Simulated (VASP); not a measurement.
# BeS (F-43m) in VASP: further runs, part 2 of 2

VASP 6.6.1.

## 5. Relaxation of cell and atoms, PBEsol

The input, INCAR:

```
SYSTEM = BeS
PREC     = Accurate       ! precision mode
ENCUT    = 600            ! plane-wave cutoff, eV
EDIFF    = 1E-7           ! SCF threshold, eV
ISMEAR   = 0              ! smearing method
SIGMA    = 0.02           ! smearing width, eV
LREAL    = .FALSE.        ! projectors in reciprocal space
LASPH    = .TRUE.         ! aspherical terms in the spheres
NELM     = 120            ! most SCF steps
ALGO     = Normal         ! electronic algorithm
ISIF     = 3              ! what is computed and relaxed
LWAVE    = .FALSE.        ! write WAVECAR
LCHARG   = .FALSE.        ! write CHGCAR
GGA      = PS             ! functional
IBRION   = 2              ! ionic algorithm
NSW      = 100            ! ionic steps
EDIFFG   = -0.002         ! ionic threshold
GGA_COMPAT= .FALSE.      
NELMIN   = 4
```

The input, KPOINTS:

```
Automatic mesh
0
G
  10 10 10
  0 0 0
```

The input, POSCAR:

```
BeS
1.0
    0.0000000000      2.4350000000      2.4350000000
    2.4350000000      0.0000000000      2.4350000000
    2.4350000000      2.4350000000      0.0000000000
Be S
1 1
Direct
    0.0000000000      0.0000000000      0.0000000000
    0.2500000000      0.2500000000      0.2500000000
```

Potentials or basis: VASP PAW PBE potentials, release 64 (Be, S).

Run with:

```bash
$ cat potpaw_PBE.64/Be/POTCAR potpaw_PBE.64/S/POTCAR > POTCAR
$ mpirun -np 1 vasp_std > vasp.out
```

OUTCAR:

```text
SYSTEM = BeS
   PREC = Accurate
   ENCUT = 600
   EDIFF = 1E-7
   ISMEAR = 0
   LREAL = .FALSE.
   LASPH = .TRUE.
   NELM = 120
   ISIF = 3
   GGA = PS
   IBRION = 2
   NSW = 100
   EDIFFG = -0.002
   NELMIN = 4

 ion  position               nearest neighbor table
   1  0.000  0.000  0.000-   2 2.11   2 2.11   2 2.11   2 2.11
   2  0.250  0.250  0.250-   1 2.11   1 2.11   1 2.11   1 2.11

  LATTYP: Found a face centered cubic cell.
 ALAT       =     4.8700000000

  Lattice vectors:

 A1 = (   0.0000000000,   2.4350000000,   2.4350000000)
 A2 = (   2.4350000000,   0.0000000000,   2.4350000000)
 A3 = (   2.4350000000,   2.4350000000,   0.0000000000)

Analysis of symmetry for initial positions (statically):
=====================================================================
 Subroutine PRICEL returns:
 Original cell was already a primitive cell.

 Routine SETGRP: Setting up the symmetry group for a
 face centered cubic supercell.

 Subroutine GETGRP returns: Found 24 space group operations
 (whereof 24 operations were pure point group operations)
 out of a pool of 48 trial point group operations.

The static configuration has the point symmetry T_d .

Analysis of symmetry for dynamics (positions and initial velocities):
=====================================================================
 Subroutine PRICEL returns:
 Original cell was already a primitive cell.

 Routine SETGRP: Setting up the symmetry group for a
 face centered cubic supercell.

 Subroutine GETGRP returns: Found 24 space group operations
 (whereof 24 operations were pure point group operations)
 out of a pool of 48 trial point group operations.

The dynamic configuration has the point symmetry T_d .

 Subroutine INISYM returns: Found 24 space group operations
 (whereof 24 operations are pure point group operations),
 and found     1 'primitive' translations

----------------------------------------------------------------------------------------

                                     Primitive cell

  volume of cell :      28.8753

  direct lattice vectors                    reciprocal lattice vectors
     0.000000000  2.435000000  2.435000000    -0.205338809  0.205338809  0.205338809
     2.435000000  0.000000000  2.435000000     0.205338809 -0.205338809  0.205338809
     2.435000000  2.435000000  0.000000000     0.205338809  0.205338809 -0.205338809

  length of vectors
     3.443610024  3.443610024  3.443610024     0.355657250  0.355657250  0.355657250

  position of ions in fractional coordinates (direct lattice)
     0.000000000  0.000000000  0.000000000
     0.250000000  0.250000000  0.250000000

  ion indices of the primitive-cell ions
   primitive index   ion index
                 1           1
                 2           2

----------------------------------------------------------------------------------------

[... 28 lines left out ...]
  0.200000  0.000000  0.000000      8.000000
  0.300000  0.000000  0.000000      8.000000
  0.400000  0.000000  0.000000      8.000000
  0.500000  0.000000  0.000000      4.000000
[... 16 lines left out ...]
  0.300000  0.300000  0.000000      6.000000
  0.400000  0.300000  0.000000     24.000000
 [... further k-points ...]
   k-points           NKPTS =     47   k-points in BZ     NKDIM =     47   number of bands    NBANDS=      8
   number of dos      NEDOS =    301   number of ions     NIONS =      2
   total plane-waves  NPLWV =  21952
   dimension x,y,z NGX =    28 NGY =   28 NGZ =   28
   dimension x,y,z NGXF=    56 NGYF=   56 NGZF=   56
   ions per type =               1   1
   NGX,Y,Z   is equivalent  to a cutoff of  13.52, 13.52, 13.52 a.u.
   NGXF,Y,Z  is equivalent  to a cutoff of  27.03, 27.03, 27.03 a.u.
 SYSTEM =  BeS
   PREC   = accura    normal or accurate (medium, high low for compatibility)
   ISTART =      0    job   : 0-new  1-cont  2-samecut
   ICHARG =      2    charge: 1-file 2-atom 10-const
   ISPIN  =      1    spin polarized calculation?
   LNONCOLLINEAR =      F non collinear calculations
   LSORBIT =      F    spin-orbit coupling
   LASPH  =      T    aspherical Exc in radial PAW
   ENCUT  =  600.0 eV  44.10 Ry    6.64 a.u.   6.88  6.88  6.88*2*pi/ulx,y,z
   NELM   =    120;   NELMIN=  4; NELMDL= -5     # of ELM steps
   EDIFF  = 0.1E-06   stopping-criterion for ELM
   LREAL  =      F    real-space projection
   EDIFFG = -.2E-02   stopping-criterion for IOM
   NSW    =    100    number of steps for IOM
   IBRION =      2    ionic relax: 0-MD 1-quasi-New 2-CG
   NFREE  =      1    steps in history (QN), initial steepest desc. (CG)
   ISIF   =      3    stress and relaxation
   ISYM   =      2    0-nonsym 1-usesym 2-fastsym
   POTIM  = 0.5000    time-step for ionic-motion
   TEBEG  =    0.0;   TEEND  =   0.0 temperature during run
   PSTRESS=    0.0 pullay stress
   NELECT =       8.0000    total number of electrons
   NUPDOWN=      -1.0000    fix difference up-down
   EMIN   =  10.00;   EMAX   =-10.00  energy-range for DOS
   EFERMI =   0.00;   METHOD = LEGACY
   ISMEAR =     0;   SIGMA  =   0.02  broadening in eV -4-tet -1-fermi 0-gaus
   EFERMI_NEDOS =   21; number of points for ismear=-14 and -15
   IALGO  =     38    algorithm
   IMIX   =      4    mixing-type and parameters
     AMIX     =   0.40;   BMIX     =  1.00
     AMIX_MAG =   1.60;   BMIX_MAG =  1.00
  volume/ion in A,a.u.               =      14.44        97.43
  Fermi-wavevector in a.u.,A,eV,Ry     =   1.067241  2.016793 15.497083  1.139003
  Thomas-Fermi vector in A             =   2.202851
   LORBIT       =      0    0 simple, 1 ext, 2 COOP (PROOUT), +10 PAW based schemes
   GGA     = PS    functional components
   LHFCALC =     F    Hartree Fock is set to
   AEXX    =    0.0000 exact exchange contribution
   IVDW    =     0    specifies the selected vdW correction
   LEPSILON=     F    determine dielectric tensor
   LRPA    =     F    only Hartree local field effects (RPA)
 conjugate gradient relaxation of ions
 non-spin polarized calculation
 Gauss-broadening in eV      SIGMA  =   0.02
  energy-cutoff  :      600.00
  volume of cell :       28.88
 maximum number of plane-waves:       982
   NGX = 13   NGY = 13   NGZ = 13

--------------------------------------- Ionic step        1  -------------------------------------------

 number of electron       7.9999999 magnetization

 Free energy of the ion-electron system (eV)
  ---------------------------------------------------
  ext. energy  EPLUGINS =         0.00000000
  ---------------------------------------------------
  free energy    TOTEN  =       -10.56191829 eV

  energy without entropy =      -10.56191829  energy(sigma->0) =      -10.56191829

------------------------ aborting loop because EDIFF is reached ----------------------------------------

  FORCE on cell =-STRESS in cart. coord.  units (eV):
  Direction    XX          YY          ZZ          XY          YZ          ZX
  --------------------------------------------------------------------------------------
  -------------------------------------------------------------------------------------
  Total       -0.3022831     -0.3022831     -0.3022831     -0.0000000      0.0000000     -0.0000000
  in kB      -16.7724933    -16.7724933    -16.7724933     -0.0000000      0.0000000     -0.0000000
  external PRESSURE =     -16.7724933 kB  Pullay stress =       0.0000000 kB
[... 59 lines left out ...]
--------------------------------------- Ionic step        3  -------------------------------------------

 number of electron       7.9999999 magnetization

 Free energy of the ion-electron system (eV)
  ---------------------------------------------------
  ext. energy  EPLUGINS =         0.00000000
  ---------------------------------------------------
  free energy    TOTEN  =       -10.56464313 eV

  energy without entropy =      -10.56464313  energy(sigma->0) =      -10.56464313

 E-fermi :   4.3115     XC(G=0):  -9.9239

 val. band max:        4.2020026557   @ k =   0.0000   0.0000   0.0000
 cond. band min:       7.1175402887   @ k =   0.5000   0.5000   0.0000
 fundamental gap:      2.9155376330
 Fermi energy:         4.3114610071

 k-point     1 :       0.0000    0.0000    0.0000
  band No.  band energies     occupation
      1      -9.5533      2.00000
      2       4.2020      2.00000
      3       4.2020      2.00000
      4       4.2020      2.00000
      5       9.8094      0.00000
      6       9.8094      0.00000
      7       9.8094      0.00000
      8       9.9552      0.00000
[... 243 lines left out ...]
 k-point    24 :       0.4000    0.3000    0.0000
  band No.  band energies     occupation
      1      -7.9238      2.00000
      2      -0.0254      2.00000
      3       1.7006      2.00000
      4       1.9684      2.00000
      5       8.1110      0.00000
      6       9.9398      0.00000
      7      14.3317      0.00000
      8      14.4553      0.00000

 [... further k-points ...]
[... 5 lines left out ...]
  --------------------------------------------------------------------------------------
  -------------------------------------------------------------------------------------
  Total        0.0002549      0.0002549      0.0002549     -0.0000000     -0.0000000     -0.0000000
  in kB        0.0144000      0.0144000      0.0144000     -0.0000000     -0.0000000     -0.0000000
  external PRESSURE =       0.0144000 kB  Pullay stress =       0.0000000 kB
[... 17 lines left out ...]
  FREE ENERGIE OF THE ION-ELECTRON SYSTEM (eV)
  ---------------------------------------------------
  free  energy   TOTEN  =       -10.5646431307 eV

  energy  without entropy=      -10.5646431307  energy(sigma->0) =      -10.56464313

 reached required accuracy - stopping structural energy minimisation
```

Wall time 45 s (1 thread of Intel Xeon 8259CL, shared host); peak memory 0.16 GiB.

What came out:

```
Free energy                           : -10.5646 eV
Relaxed volume                        : 14.18 Å³/atom
Relaxed cell                          : a = 3.423 Å, b = 3.423 Å, c = 3.423 Å, α = 60.00°, β = 60.00°, γ = 60.00°
Space group after relaxing (to 0.1 Å) : F-43m (No. 216)
Energy gained by relaxing             : 1.4 meV/atom
Ionic steps                           : 3
Pressure after relaxing               : 0.0 GPa
Band gap on the k mesh                : 2.92 eV (least direct gap 5.61 eV)
```

Step by step:
```tsv
step	energy change (eV)	largest force (eV/Å)	pressure (GPa)	volume (Å³)
1	0.0000	0.0000	-1.68	28.88
2	-0.0026	0.0000	0.40	28.25
3	-0.0027	0.0000	0.00	28.36
```

Final structure:
```yaml
crystal:
  lattice:
    - [0.00000, 2.42050, 2.42050]
    - [2.42050, 0.00000, 2.42050]
    - [2.42050, 2.42050, 0.00000]
  atoms:
    - { symbol: Be, position: [0.00000, 0.00000, 0.00000] }
    - { symbol: S, position: [0.25000, 0.25000, 0.25000] }
```

Levels at points of the mesh, in eV from the valence-band top:
```
           k point  band 1  band 2  band 3  band 4  band 5  band 6  band 7  band 8
(0.00, 0.00, 0.00)  -13.76    0.00    0.00    0.00    5.61    5.61    5.61    5.75
(0.50, 0.00, 0.00)  -12.11   -5.90   -1.05   -1.05    5.40    6.48    6.48   11.00
(0.50, 0.50, 0.00)  -11.55   -5.10   -2.69   -2.69    2.92    4.81   12.79   12.79
```

Caveat: the PAW data sets were made with another functional, which shifts forces and pressure a little. A k mesh can miss the band edges.

## 6. The runs side by side

| task | cell | k mesh | smearing | gap on the mesh (eV) | pressure (GPa) |
| --- | --- | --- | --- | --- | --- |
| single point | a = 3.444 Å, angles 60.0°, 2 atoms | 6 × 6 × 6 | gaussian 0.1 eV | 2.95 | -1.6 |
| single point | a = 3.421 Å, angles 60.0°, 2 atoms | 10 × 10 × 10 | gaussian 0.02 eV | 2.91 | 0.2 |
| single point | a = 3.421 Å, angles 60.0°, 2 atoms | 10 × 10 × 10 | gaussian 0.01 eV | 2.91 | 0.2 |
| relaxation of cell and atoms | relaxed from a = 3.444 Å, angles 60.0°, 2 atoms | 10 × 10 × 10 | gaussian 0.02 eV | 2.92 | 0.0 |

Alike in all rows: level PBEsol; potentials or basis VASP PAW PBE potentials, release 64 (Be, S); no spin polarisation; cutoff (eV) 600.

Caveats: the PAW data sets were made with another functional, which shifts forces and pressure a little.

Absolute energies hang on the potentials; compare differences alone.
